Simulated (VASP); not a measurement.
# Al8H in VASP: a series of runs

The runs below take Al8H through single point, with PBE.

Program: VASP 6.6.1. These are calculated values, not measurements. Logs are shortened: lines on timing, memory, paths and dates and some standing lists are left out, and cuts for length are marked.

**1. The cell of the first run**

The cell holds a slab with vacuum, 18 atoms: a = 5.714 Å, b = 8.080 Å, c = 22.243 Å, α = 90.00°, β = 90.00°, γ = 90.00°.

**2. Single point, PBE**

Input file INCAR:

```
PREC = Accurate ; ENCUT = 520
EDIFF = 1E-6 ; ISMEAR = 0
SIGMA = 0.1 ; LREAL = Auto
LASPH = T ; NELM = 80
ALGO = Normal ; ISIF = 2
LWAVE = F ; LCHARG = T
LDIPOL = T ; IDIPOL = 3
DIPOL = 0.5 0.5 0.305 ; GGA = PE
LELF = T ; LVHAR = T
LVACPOTAV = T ; NBANDS = 40
```

Input file KPOINTS:

```
Automatic mesh
0
Gamma
  5 4 1
```

Input file POSCAR:

```
Al8H
1.0
    5.7135165837      0.0000000000      0.0000000000
    0.0000000000      8.0801326415      0.0000000000
    0.0000000000      0.0000000000     22.2432786975
Al H
16 2
Direct
    0.2500000000      0.2500000000      0.1798296040
    0.2500000000      0.7500000000      0.1798296040
    0.7500000000      0.2500000000      0.1798296040
    0.7500000000      0.7500000000      0.1798296040
    0.0000000000      0.0000000000      0.2440458181
    0.0000000000      0.5000000000      0.2440458181
    0.5000000000      0.0000000000      0.2440458181
    0.5000000000      0.5000000000      0.2440458181
    0.2500000000      0.2500000000      0.3102598702
    0.2500000000      0.7500000000      0.3102598702
    0.7500000000      0.2500000000      0.3102598702
    0.7500000000      0.7500000000      0.3102598702
    0.0000000000      0.0000000000      0.3705963860
    0.0000000000      0.5000000000      0.3705963860
    0.5000000000      0.0000000000      0.3705963860
    0.5000000000      0.5000000000      0.3705963860
    0.2500000000      0.1769195165      0.5324430296
    0.2500000000      0.3230804835      0.5324430296
```

Potentials or basis: VASP PAW PBE potentials, release 64 (Al, H).

Run with:

```sh
$ cat potpaw_PBE.64/Al/POTCAR potpaw_PBE.64/H/POTCAR > POTCAR
$ mpirun -np 1 vasp_std > vasp.out
```

OUTCAR:

```text
PREC = Accurate
   ENCUT = 520
   EDIFF = 1E-6
   ISMEAR = 0
   LREAL = Auto
   LASPH = T
   NELM = 80
   ISIF = 2
   GGA = PE

 ion  position               nearest neighbor table
   1  0.250  0.250  0.180-   3 2.86   3 2.86   6 2.86   7 2.86   8 2.86   5 2.86   9 2.90
   2  0.250  0.750  0.180-   4 2.86   4 2.86   6 2.86   7 2.86   8 2.86   5 2.86  10 2.90
   3  0.750  0.250  0.180-   1 2.86   1 2.86   6 2.86   7 2.86   8 2.86   5 2.86  11 2.90
   4  0.750  0.750  0.180-   2 2.86   2 2.86   6 2.86   7 2.86   8 2.86   5 2.86  12 2.90
   5  0.000  0.000  0.244-  13 2.81   7 2.86   7 2.86   4 2.86   1 2.86   2 2.86   3 2.86  11 2.88
                            12 2.88   9 2.88  10 2.88
   6  0.000  0.500  0.244-  14 2.81   8 2.86   8 2.86   4 2.86   1 2.86   2 2.86   3 2.86  11 2.88
                            12 2.88   9 2.88  10 2.88
   7  0.500  0.000  0.244-  15 2.81   5 2.86   5 2.86   4 2.86   1 2.86   2 2.86   3 2.86  11 2.88
                            12 2.88   9 2.88  10 2.88
   8  0.500  0.500  0.244-  16 2.81   6 2.86   6 2.86   4 2.86   1 2.86   2 2.86   3 2.86  11 2.88
                            12 2.88   9 2.88  10 2.88
   9  0.250  0.250  0.310-  13 2.81  14 2.81  15 2.81  16 2.81  11 2.86  11 2.86   7 2.88   8 2.88
                             5 2.88   6 2.88   1 2.90
  10  0.250  0.750  0.310-  13 2.81  14 2.81  15 2.81  16 2.81  12 2.86  12 2.86   7 2.88   8 2.88
                             5 2.88   6 2.88   2 2.90
  11  0.750  0.250  0.310-  13 2.81  14 2.81  15 2.81  16 2.81   9 2.86   9 2.86   7 2.88   8 2.88
                             5 2.88   6 2.88   3 2.90
  12  0.750  0.750  0.310-  13 2.81  14 2.81  15 2.81  16 2.81  10 2.86  10 2.86   7 2.88   8 2.88
                             5 2.88   6 2.88   4 2.90
  13  0.000  0.000  0.371-   9 2.81  10 2.81  11 2.81  12 2.81   5 2.81  15 2.86  15 2.86
  14  0.000  0.500  0.371-   9 2.81  10 2.81  11 2.81  12 2.81   6 2.81  16 2.86  16 2.86
  15  0.500  0.000  0.371-   9 2.81  10 2.81  11 2.81  12 2.81   7 2.81  13 2.86  13 2.86
  16  0.500  0.500  0.371-   9 2.81  10 2.81  11 2.81  12 2.81   8 2.81  14 2.86  14 2.86
  17  0.250  0.177  0.532-
  18  0.250  0.323  0.532-

  LATTYP: Found a simple orthorhombic cell.
 ALAT       =     5.7135165837
 B/A-ratio  =     1.4142135624
 C/A-ratio  =     3.8930977747

  Lattice vectors:

 A1 = (   5.7135165837,   0.0000000000,   0.0000000000)
 A2 = (   0.0000000000,   8.0801326415,   0.0000000000)
 A3 = (   0.0000000000,   0.0000000000,  22.2432786975)

Analysis of symmetry for initial positions (statically):
=====================================================================
 Subroutine PRICEL returns:
 Original cell was already a primitive cell.

 Routine SETGRP: Setting up the symmetry group for a
 simple orthorhombic supercell.

 Subroutine GETGRP returns: Found  4 space group operations
 (whereof  1 operations were pure point group operations)
[... 150 lines left out ...]
   EFERMI_NEDOS =   21; number of points for ismear=-14 and -15
   IALGO  =     38    algorithm
   IMIX   =      4    mixing-type and parameters
     AMIX     =   0.40;   BMIX     =  1.00
     AMIX_MAG =   1.60;   BMIX_MAG =  1.00
  volume/ion in A,a.u.               =      57.05       384.99
  Fermi-wavevector in a.u.,A,eV,Ry     =   0.597803  1.129683  4.862288  0.357368
  Thomas-Fermi vector in A             =   1.648667
   LORBIT       =      0    0 simple, 1 ext, 2 COOP (PROOUT), +10 PAW based schemes
   GGA     = PE    functional components
   LHFCALC =     F    Hartree Fock is set to
   AEXX    =    0.0000 exact exchange contribution
   IVDW    =     0    specifies the selected vdW correction
   LEPSILON=     F    determine dielectric tensor
   LRPA    =     F    only Hartree local field effects (RPA)
 non-spin polarized calculation
 Gauss-broadening in eV      SIGMA  =   0.10
  energy-cutoff  :      520.00
  volume of cell :     1026.88
 maximum number of plane-waves:     27706
   NGX = 21   NGY = 31   NGZ = 83

 dipolmoment           0.000000      0.000000     -0.007207 electrons x Angstroem

 number of electron      49.9999998 magnetization

 dipolmoment           0.000000      0.000000      0.008752 electrons x Angstroem

 Free energy of the ion-electron system (eV)
  ---------------------------------------------------
  ext. energy  EPLUGINS =         0.00000000
  ---------------------------------------------------
  free energy    TOTEN  =       -59.99096011 eV

  energy without entropy =      -59.95396535  energy(sigma->0) =      -59.97246273

 E-fermi :  -0.8702     XC(G=0):  -3.7637

 val. band max:       -0.8927535653   @ k =   0.0000   0.2500   0.0000
 cond. band min:      -0.8240849720   @ k =   0.2000   0.2500   0.0000
 fundamental gap:      0.0686685933
 Fermi energy:        -0.8701696227

 k-point     1 :       0.0000    0.0000    0.0000
  band No.  band energies     occupation
      1     -11.1127      2.00000
      2      -8.9364      2.00000
      3      -8.8560      2.00000
      4      -8.6757      2.00000
      5      -6.7004      2.00000
      6      -6.6548      2.00000
[... 349 lines left out ...]
     36       1.7528      0.00000
     37       1.7716      0.00000
 [bands above 37 left out]

------------------------ aborting loop because EDIFF is reached ----------------------------------------

  FORCE on cell =-STRESS in cart. coord.  units (eV):
  Direction    XX          YY          ZZ          XY          YZ          ZX
  --------------------------------------------------------------------------------------
  -------------------------------------------------------------------------------------
  Total      -11.8922518     -9.2543815     -1.3247475      0.0000000      0.0000000      0.0000000
  in kB      -18.5546981    -14.4390026     -2.0669164      0.0000000      0.0000000      0.0000000
  external PRESSURE =     -11.6868724 kB  Pullay stress =       0.0000000 kB

 VOLUME and BASIS-vectors are now :
 -----------------------------------------------------------------------------
  energy-cutoff  :      520.00
  volume of cell :     1026.88
      direct lattice vectors                 reciprocal lattice vectors
     5.713516584  0.000000000  0.000000000     0.175023558  0.000000000  0.000000000
     0.000000000  8.080132642  0.000000000     0.000000000  0.123760345  0.000000000
     0.000000000  0.000000000 22.243278697     0.000000000  0.000000000  0.044957401

 POSITION                                       TOTAL-FORCE (eV/Angst)
 -----------------------------------------------------------------------------------
      1.42838      2.02003      4.00000        -0.000000      0.000000      0.215640
      1.42838      6.06010      4.00000        -0.000000      0.000000      0.215925
      4.28514      2.02003      4.00000        -0.000000      0.000000      0.210833
      4.28514      6.06010      4.00000        -0.000000      0.000000      0.216721
      0.00000      0.00000      5.42838        -0.000509     -0.000864     -0.207458
      0.00000      4.04007      5.42838        -0.000509      0.000864     -0.207458
[... 10 lines left out ...]
      1.42838      1.42953     11.84328        -0.000000      4.634303     -0.007161
      1.42838      2.61053     11.84328        -0.000000     -4.634303     -0.007161
 -----------------------------------------------------------------------------------
    total drift:                               -0.000000     -0.000000     -0.013755

  FREE ENERGIE OF THE ION-ELECTRON SYSTEM (eV)
  ---------------------------------------------------
  free  energy   TOTEN  =       -59.9909601148 eV

  energy  without entropy=      -59.9539653492  energy(sigma->0) =      -59.97246273

 vacuum level on the upper side and lower side of the slab         3.243         3.209
```

It took 15 min on 1 thread of Intel Xeon Platinum 8488C (Sapphire Rapids), shared host; peak memory 0.89 GiB.

What came out:

- Free energy: -59.9910 eV
- Largest force: 4.634 eV/Å
- Band gap on the k mesh: zero (bands 25 and 26 overlap by 0.49 eV)

Forces on the atoms (eV/Å):
```
Al   0.000  0.000  0.216
Al   0.000  0.000  0.216
Al   0.000  0.000  0.211
Al   0.000  0.000  0.217
Al  -0.001 -0.001 -0.207
Al  -0.001  0.001 -0.207
Al   0.001 -0.001 -0.207
Al   0.001  0.001 -0.207
Al   0.000  0.000 -0.013
Al   0.000  0.000 -0.016
Al   0.000  0.000 -0.016
Al   0.000  0.000 -0.013
Al  -0.001  0.000  0.011
Al  -0.001  0.000  0.011
Al   0.001  0.000  0.011
Al   0.001  0.000  0.011
H    0.000  4.634 -0.007
H    0.000 -4.634 -0.007
```

(Part 1 of 2 ends here.)

The gap in the log of VASP goes by the Fermi energy; the results here count the filled bands.